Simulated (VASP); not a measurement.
Set up this calculation in VASP 6.6.1, as the native input.

* Task: relaxation of shape and atoms at fixed volume
* Functional: PBE
* Potentials or basis: VASP PAW PBE potentials, release 64 (Te, Pb_d, Se)
* Cutoff: 600 eV
* k mesh: 6 × 6 × 4
* Occupations: gaussian, width 0.02 eV
* Spin: no spin polarisation
* Dipole correction: no
* Further INCAR settings: ALGO = Normal; EDIFF = 1e-06; IBRION = 2; EDIFFG = -0.01; NSW = 50; ISIF = 4

The structure of Te2Pb3Se lies in POSCAR:

```
Te2Pb3Se
1.0
    4.4671633211      0.0000000000      0.0000000000
   -2.2335816605      3.8686769189      0.0000000000
    0.0000000000      0.0000000000     10.9439997605
Te Pb Se
2 3 1
Direct
    0.3333333333      0.6666666667      0.6733831135
    0.6666666667      0.3333333333      0.3266168865
    0.6666666667      0.3333333333      0.8473269858
    0.0000000000      0.0000000000      0.5000000000
    0.3333333333      0.6666666667      0.1526730142
    0.0000000000      0.0000000000      0.0000000000
```

This cell differs from its parent crystal: volume scaled by 0.94.

One way to write it, as run:

INCAR

```
SYSTEM = Te2Pb3Se
PREC = Accurate ; ENCUT = 600
EDIFF = 1E-6 ; ISMEAR = 0
SIGMA = 0.02 ; LREAL = .False.
LASPH = .True. ; NELM = 60
ALGO = Normal ; ISIF = 4
LWAVE = .False. ; LCHARG = .False.
GGA = PE ; IBRION = 2
NSW = 50 ; EDIFFG = -0.01
```

KPOINTS

```
regular mesh
0
Gamma
  6 6 4
  0 0 0
```

Potentials or basis: VASP PAW PBE potentials, release 64 (Te, Pb_d, Se).

Run with:

```console
$ cat potpaw_PBE.64/Te/POTCAR potpaw_PBE.64/Pb_d/POTCAR potpaw_PBE.64/Se/POTCAR > POTCAR
$ mpirun -np 1 vasp_std > vasp.out
```

Results of the run:

| Property | Result |
| --- | --- |
| Energy gained by relaxing | 0.0 meV/atom |
| Ionic steps | 3 |
| Pressure after relaxing | 2.9 GPa |
| Largest force after relaxing | 0.009 eV/Å |
| Band gap on the k mesh | 0.54 eV, indirect (least direct gap 0.56 eV) |

Caveat: spin-orbit coupling is left out, which moves the levels of the heavy elements.

Run time: 6.5 min on 1 thread of Intel Xeon 6975P-C, on a shared host, peak memory 0.47 GiB.
